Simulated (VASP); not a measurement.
# KCl (Fm-3m) in VASP: a series of runs

The runs below take KCl through single point, with PBE-based global hybrid with 35 % exact exchange, PBE-based global hybrid with 50 % exact exchange.

Everything below comes from runs of VASP 6.6.1. Logs are shortened: lines on timing, memory, paths and dates and some standing lists are left out, and cuts for length are marked.

## (1) The cell of the first run

Symmetry: Fm-3m, No. 225, cubic system. Conventional cell: a = 6.293 Å, b = 6.293 Å, c = 6.293 Å, α = 90.00°, β = 90.00°, γ = 90.00°. Within 4.1 Å of K (site symmetry m-3m) lie 6 Cl at 3.15 Å. Within 4.1 Å of Cl (site symmetry m-3m) lie 6 K at 3.15 Å.

## (2) Single point, PBE-based global hybrid with 35 % exact exchange

POSCAR reads:

```
KCl
1.0
    0.0000000000      3.1464700000      3.1464700000
    3.1464700000      0.0000000000      3.1464700000
    3.1464700000      3.1464700000      0.0000000000
K Cl
1 1
Direct
    0.0000000000      0.0000000000      0.0000000000
    0.5000000000      0.5000000000      0.5000000000
```

INCAR.step1 reads:

```
SYSTEM = KCl
ALGO = Normal
EDIFF = 1E-5
ENCUT = 520
GGA = PE
ISIF = 2
ISMEAR = -1
LASPH = .TRUE.
LCHARG = .FALSE.
LREAL = .FALSE.
LWAVE = .TRUE.
NBANDS = 15
NELM = 80
PREC = Accurate
SIGMA = 0.05
```

INCAR.step2 reads:

```
SYSTEM = KCl
AEXX = 0.35
ALGO = Normal
EDIFF = 1E-7
ENCUT = 520
GGA = PE
ISIF = 2
ISMEAR = -1
ISTART = 1
LASPH = .TRUE.
LCHARG = .FALSE.
LHFCALC = .TRUE.
LREAL = .FALSE.
LWAVE = .FALSE.
NBANDS = 15
NELM = 80
PREC = Accurate
PRECFOCK = Normal
SIGMA = 0.05
```

KPOINTS reads:

```
k-points
0
G
  4 4 4
  0 0 0
```

Potentials or basis: VASP PAW PBE potentials, release 64 (K_sv, Cl).

Command:

```console
$ cat potpaw_PBE.64/K_sv/POTCAR potpaw_PBE.64/Cl/POTCAR > POTCAR
$ cp INCAR.step1 INCAR
$ mpirun -np 1 vasp_std > vasp.out
$ cp INCAR.step2 INCAR
$ mpirun -np 1 vasp_std > vasp.out
```

OUTCAR:

```text
SYSTEM = KCl
   AEXX = 0.35
   EDIFF = 1E-7
   ENCUT = 520
   GGA = PE
   ISIF = 2
   ISMEAR = -1
   ISTART = 1
   LASPH = .TRUE.
   LHFCALC = .TRUE.
   LREAL = .FALSE.
   NELM = 80
   PREC = Accurate
   PRECFOCK = Normal

 ion  position               nearest neighbor table
   1  0.000  0.000  0.000-   2 3.15   2 3.15   2 3.15   2 3.15   2 3.15   2 3.15
   2  0.500  0.500  0.500-   1 3.15   1 3.15   1 3.15   1 3.15   1 3.15   1 3.15

  LATTYP: Found a face centered cubic cell.
 ALAT       =     6.2929400000

  Lattice vectors:

 A1 = (   0.0000000000,   3.1464700000,   3.1464700000)
 A2 = (   3.1464700000,   0.0000000000,   3.1464700000)
 A3 = (   3.1464700000,   3.1464700000,   0.0000000000)

Analysis of symmetry for initial positions (statically):
=====================================================================
 Subroutine PRICEL returns:
 Original cell was already a primitive cell.

 Routine SETGRP: Setting up the symmetry group for a
 face centered cubic supercell.

 Subroutine GETGRP returns: Found 48 space group operations
 (whereof 48 operations were pure point group operations)
 out of a pool of 48 trial point group operations.

The static configuration has the point symmetry O_h .

Analysis of symmetry for dynamics (positions and initial velocities):
=====================================================================
 Subroutine PRICEL returns:
 Original cell was already a primitive cell.

 Routine SETGRP: Setting up the symmetry group for a
 face centered cubic supercell.

 Subroutine GETGRP returns: Found 48 space group operations
 (whereof 48 operations were pure point group operations)
 out of a pool of 48 trial point group operations.

The dynamic configuration has the point symmetry O_h .

 Subroutine INISYM returns: Found 48 space group operations
 (whereof 48 operations are pure point group operations),
 and found     1 'primitive' translations

----------------------------------------------------------------------------------------

                                     Primitive cell

  volume of cell :      62.3018

  direct lattice vectors                    reciprocal lattice vectors
     0.000000000  3.146470000  3.146470000    -0.158908237  0.158908237  0.158908237
     3.146470000  0.000000000  3.146470000     0.158908237 -0.158908237  0.158908237
     3.146470000  3.146470000  0.000000000     0.158908237  0.158908237 -0.158908237

  length of vectors
[... 82 lines left out ...]
   IALGO  =     38    algorithm
   IMIX   =      1    mixing-type and parameters
     AMIX     =   0.40;   BMIX     =  1.00
     AMIX_MAG =   1.60;   BMIX_MAG =  1.00
  volume/ion in A,a.u.               =      31.15       210.22
  Fermi-wavevector in a.u.,A,eV,Ry     =   1.040594  1.966437 14.732871  1.082835
  Thomas-Fermi vector in A             =   2.175177
   LORBIT       =      0    0 simple, 1 ext, 2 COOP (PROOUT), +10 PAW based schemes
   GGA     = PE    functional components
   LHFCALC =     T    Hartree Fock is set to
   PRECFOCK=normal    Normal, Fast or Accurate (Low or Medium for compatibility)
   ENCUT4O =  -1.0   cutoff for four orbital integrals eV
   NKREDX  =     1    reduce k-point grid by
   NKREDY  =     1    reduce k-point grid by
   NKREDZ  =     1    reduce k-point grid by
   AEXX    =    0.3500 exact exchange contribution
   HFSCREEN=    0.0000 screening length (either q_TF or 0.3 A-1)
   HFSCREENC=   0.0000 screening length for correlation (either q_TF or 0.3 A-1)
   ENCUTFOCK=  -1.0 apply spherical cutoff to Coloumb kernel
   IVDW    =     0    specifies the selected vdW correction
   LEPSILON=     F    determine dielectric tensor
   LRPA    =     F    only Hartree local field effects (RPA)
 non-spin polarized calculation
  energy-cutoff  :      520.00
  volume of cell :       62.30
 maximum number of plane-waves:      1700
 NGX is ok and might be reduce to    36
  NGX = 28; NGY = 28; NGZ = 28

 number of electron      16.0000001 magnetization

 Free energy of the ion-electron system (eV)
  ---------------------------------------------------
  ext. energy  EPLUGINS =         0.00000000
  ---------------------------------------------------
  free energy    TOTEN  =        -9.03909404 eV

  energy without entropy =       -9.03909404  energy(sigma->0) =       -9.03909404

 E-fermi :  -2.5938     XC(G=0):  -5.2834

 val. band max:       -3.8046466343   @ k =   0.0000   0.0000   0.0000
 cond. band min:       4.2833812185   @ k =   0.0000   0.0000   0.0000
 fundamental gap:      8.0880278527
 Fermi energy:        -2.5937990445

 k-point     1 :       0.0000    0.0000    0.0000
  band No.  band energies     occupation
      1     -33.9143      2.00000
      2     -17.5565      2.00000
      3     -15.4669      2.00000
      4     -15.4669      2.00000
      5     -15.4669      2.00000
      6      -3.8046      2.00000
      7      -3.8046      2.00000
      8      -3.8046      2.00000
      9       4.2834      0.00000
     10       7.8248      0.00000
     11       7.8248      0.00000
     12       7.8248      0.00000
     13       8.8900      0.00000
     14       8.8900      0.00000
[... 113 lines left out ...]
      2     -17.5225      2.00000
      3     -15.5713      2.00000
      4     -15.5713      2.00000
      5     -15.3866      2.00000
      6      -4.3303      2.00000
      7      -4.3274      2.00000
      8      -4.3274      2.00000
      9       7.3084      0.00000
     10       7.3084      0.00000
     11       8.8873      0.00000
     12       9.5447      0.00000
     13      11.6620      0.00000
     14      11.7532      0.00000
     15      11.7744      0.00000

------------------------ aborting loop because EDIFF is reached ----------------------------------------

  FORCE on cell =-STRESS in cart. coord.  units (eV):
  Direction    XX          YY          ZZ          XY          YZ          ZX
  --------------------------------------------------------------------------------------
  -------------------------------------------------------------------------------------
  Total        0.1004338      0.1004338      0.1004338     -0.0000000     -0.0000000     -0.0000000
  in kB        2.5827932      2.5827932      2.5827932     -0.0000000     -0.0000000     -0.0000000
  external PRESSURE =       2.5827932 kB  Pullay stress =       0.0000000 kB

 VOLUME and BASIS-vectors are now :
 -----------------------------------------------------------------------------
  energy-cutoff  :      520.00
  volume of cell :       62.30
      direct lattice vectors                 reciprocal lattice vectors
     0.000000000  3.146470000  3.146470000    -0.158908237  0.158908237  0.158908237
     3.146470000  0.000000000  3.146470000     0.158908237 -0.158908237  0.158908237
     3.146470000  3.146470000  0.000000000     0.158908237  0.158908237 -0.158908237

 POSITION                                       TOTAL-FORCE (eV/Angst)
 -----------------------------------------------------------------------------------
      0.00000      0.00000      0.00000        -0.000000      0.000000     -0.000000
      3.14647      3.14647      3.14647         0.000000     -0.000000      0.000000
 -----------------------------------------------------------------------------------
    total drift:                                0.000000     -0.000000     -0.000000

  FREE ENERGIE OF THE ION-ELECTRON SYSTEM (eV)
  ---------------------------------------------------
  free  energy   TOTEN  =        -9.0390940405 eV

  energy  without entropy=       -9.0390940405  energy(sigma->0) =       -9.03909404
```

Wall time 9.5 min (1 thread of Intel Xeon Platinum 8259CL at 2.50GHz (Skylake/Cascade Lake), shared host); peak memory 0.21 GiB.

Results:

| Item | Value |
| --- | --- |
| Free energy | -9.0391 eV |
| Pressure | 0.3 GPa |
| Band gap on the k mesh | 8.09 eV |

Caveat: the k points lie up to 0.43 Å⁻¹ apart; the PAW data sets were made with another functional, which shifts forces and pressure a little.

## (3) Single point, PBE-based global hybrid with 50 % exact exchange

POSCAR is that of step 2.

INCAR.step1 reads:

```
SYSTEM = KCl
PREC     = Accurate       ! precision mode
ENCUT    = 520            ! plane-wave cutoff, eV
EDIFF    = 1E-5           ! SCF threshold, eV
ISMEAR   = -1             ! smearing method
SIGMA    = 0.05           ! smearing width, eV
LREAL    = .False.        ! projectors in reciprocal space
LASPH    = .True.         ! aspherical terms in the spheres
NELM     = 60             ! most SCF steps
ALGO     = Normal         ! electronic algorithm
ISIF     = 2              ! what is computed and relaxed
LWAVE    = .True.         ! write WAVECAR
LCHARG   = .False.        ! write CHGCAR
GGA      = PE             ! functional
NBANDS   = 15             ! bands
```

INCAR.step2 reads:

```
SYSTEM = KCl
PREC     = Accurate       ! precision mode
ENCUT    = 520            ! plane-wave cutoff, eV
EDIFF    = 1E-7           ! SCF threshold, eV
ISMEAR   = -1             ! smearing method
SIGMA    = 0.05           ! smearing width, eV
LREAL    = .False.        ! projectors in reciprocal space
LASPH    = .True.         ! aspherical terms in the spheres
NELM     = 60             ! most SCF steps
ALGO     = Normal         ! electronic algorithm
ISIF     = 2              ! what is computed and relaxed
LWAVE    = .False.        ! write WAVECAR
LCHARG   = .False.        ! write CHGCAR
GGA      = PE             ! functional
LHFCALC  = .True.         ! exact exchange
AEXX     = 0.5            ! exact-exchange fraction
PRECFOCK = Normal       
ISTART   = 1            
NBANDS   = 15             ! bands
```

KPOINTS reads:

```
regular mesh
0
Gamma
  4 4 4
  0 0 0
```

Potentials or basis: VASP PAW PBE potentials, release 64 (K_sv, Cl).

Command:

```console
$ cat potpaw_PBE.64/K_sv/POTCAR potpaw_PBE.64/Cl/POTCAR > POTCAR
$ cp INCAR.step1 INCAR
$ mpirun -np 1 vasp_std > vasp.out
$ cp INCAR.step2 INCAR
$ mpirun -np 1 vasp_std > vasp.out
```

OUTCAR:

```text
SYSTEM = KCl
   PREC = Accurate
   ENCUT = 520
   EDIFF = 1E-7
   ISMEAR = -1
   LREAL = .False.
   LASPH = .True.
   NELM = 60
   ISIF = 2
   GGA = PE
   LHFCALC = .True.
   AEXX = 0.5
   PRECFOCK = Normal
   ISTART = 1

 ion  position               nearest neighbor table
   1  0.000  0.000  0.000-   2 3.15   2 3.15   2 3.15   2 3.15   2 3.15   2 3.15
   2  0.500  0.500  0.500-   1 3.15   1 3.15   1 3.15   1 3.15   1 3.15   1 3.15

  LATTYP: Found a face centered cubic cell.
 ALAT       =     6.2929400000

  Lattice vectors:

 A1 = (   0.0000000000,   3.1464700000,   3.1464700000)
 A2 = (   3.1464700000,   0.0000000000,   3.1464700000)
 A3 = (   3.1464700000,   3.1464700000,   0.0000000000)

Analysis of symmetry for initial positions (statically):
=====================================================================
 Subroutine PRICEL returns:
 Original cell was already a primitive cell.

 Routine SETGRP: Setting up the symmetry group for a
 face centered cubic supercell.

 Subroutine GETGRP returns: Found 48 space group operations
 (whereof 48 operations were pure point group operations)
[... 168 lines left out ...]
      5     -16.7357      2.00000
      6      -4.6638      2.00000
      7      -4.6638      2.00000
      8      -4.6638      2.00000
      9       4.6920      0.00000
     10       8.3620      0.00000
     11       8.3620      0.00000
     12       8.3620      0.00000
     13       9.5107      0.00000
     14       9.5107      0.00000
[... 113 lines left out ...]
      2     -19.0606      2.00000
      3     -16.8419      2.00000
      4     -16.8419      2.00000
      5     -16.6575      2.00000
      6      -5.2030      2.00000
      7      -5.2030      2.00000
      8      -5.2025      2.00000
      9       7.7693      0.00000
     10       7.7693      0.00000
     11       9.4221      0.00000
     12      10.1747      0.00000
     13      12.2819      0.00000
     14      12.5377      0.00000
     15      12.5730      0.00000

------------------------ aborting loop because EDIFF is reached ----------------------------------------

  FORCE on cell =-STRESS in cart. coord.  units (eV):
  Direction    XX          YY          ZZ          XY          YZ          ZX
  --------------------------------------------------------------------------------------
  -------------------------------------------------------------------------------------
  Total        0.0104673      0.0104673      0.0104673      0.0000000      0.0000000      0.0000000
  in kB        0.2691811      0.2691811      0.2691811      0.0000000      0.0000000      0.0000000
  external PRESSURE =       0.2691811 kB  Pullay stress =       0.0000000 kB

 VOLUME and BASIS-vectors are now :
 -----------------------------------------------------------------------------
  energy-cutoff  :      520.00
  volume of cell :       62.30
      direct lattice vectors                 reciprocal lattice vectors
     0.000000000  3.146470000  3.146470000    -0.158908237  0.158908237  0.158908237
     3.146470000  0.000000000  3.146470000     0.158908237 -0.158908237  0.158908237
     3.146470000  3.146470000  0.000000000     0.158908237  0.158908237 -0.158908237

 POSITION                                       TOTAL-FORCE (eV/Angst)
 -----------------------------------------------------------------------------------
      0.00000      0.00000      0.00000        -0.000000     -0.000000     -0.000000
      3.14647      3.14647      3.14647         0.000000      0.000000      0.000000
 -----------------------------------------------------------------------------------
    total drift:                                0.000000      0.000000      0.000000

  FREE ENERGIE OF THE ION-ELECTRON SYSTEM (eV)
  ---------------------------------------------------
  free  energy   TOTEN  =       -10.0203685150 eV

  energy  without entropy=      -10.0203685150  energy(sigma->0) =      -10.02036852
```

OUTCAR.step1:

```text
SYSTEM = KCl
   PREC = Accurate
   ENCUT = 520
   EDIFF = 1E-5
   ISMEAR = -1
   LREAL = .False.
[... 347 lines left out ...]
      0.00000      0.00000      0.00000         0.000000      0.000000      0.000000
      3.14647      3.14647      3.14647         0.000000     -0.000000     -0.000000
 -----------------------------------------------------------------------------------
    total drift:                                0.000000      0.000000      0.000000

  FREE ENERGIE OF THE ION-ELECTRON SYSTEM (eV)
  ---------------------------------------------------
  free  energy   TOTEN  =        -6.8036806446 eV

  energy  without entropy=       -6.8036806445  energy(sigma->0) =       -6.80368064
```

OSZICAR.step1:

```text
N       E                     dE             d eps       ncg     rms          rms(c)
DAV:   1     0.993251343352E+02    0.99325E+02   -0.70602E+03   240   0.954E+02
DAV:   2    -0.751511682664E+00   -0.10008E+03   -0.92584E+02   311   0.232E+02
DAV:   3    -0.686980360544E+01   -0.61183E+01   -0.60837E+01   338   0.511E+01
DAV:   4    -0.709338006652E+01   -0.22358E+00   -0.22352E+00   389   0.862E+00
DAV:   5    -0.709514927859E+01   -0.17692E-02   -0.17692E-02   331   0.860E-01    0.333E+00
DAV:   6    -0.680452180460E+01    0.29063E+00   -0.42292E-01   296   0.327E+00    0.271E+00
DAV:   7    -0.679020367261E+01    0.14318E-01   -0.11470E-01   310   0.185E+00    0.158E+00
DAV:   8    -0.680249061140E+01   -0.12287E-01   -0.16903E-02   315   0.965E-01    0.204E-01
DAV:   9    -0.680301461468E+01   -0.52400E-03   -0.90746E-04   303   0.184E-01    0.104E-01
DAV:  10    -0.680367776453E+01   -0.66315E-03   -0.73056E-04   261   0.165E-01    0.253E-02
DAV:  11    -0.680368064457E+01   -0.28800E-05   -0.22327E-05   325   0.287E-02
   1 F= -.68036806E+01 E0= -.68036806E+01  d E =-.230768E-10
```

Wall time 11 min (1 thread of Intel Xeon Platinum 8259CL at 2.50GHz (Skylake/Cascade Lake), shared host); peak memory 0.21 GiB.

Results:

* Free energy: -10.0204 eV
* Pressure: 0.0 GPa
* Band gap on the k mesh: 9.36 eV

Levels at points of the mesh, in eV from the valence-band top:
```
           k point  band 6  band 7  band 8  band 9  band 10  band 11
(0.00, 0.00, 0.00)    0.00    0.00    0.00    9.36    13.03    13.03
(0.50, 0.00, 0.00)   -1.16   -0.35   -0.35   11.76    13.15    15.69
(0.50, 0.50, 0.00)   -0.76   -0.26   -0.26   10.81    12.87    14.46
```

Caveat: the k points lie up to 0.43 Å⁻¹ apart; the PAW data sets were made with another functional, which shifts forces and pressure a little.
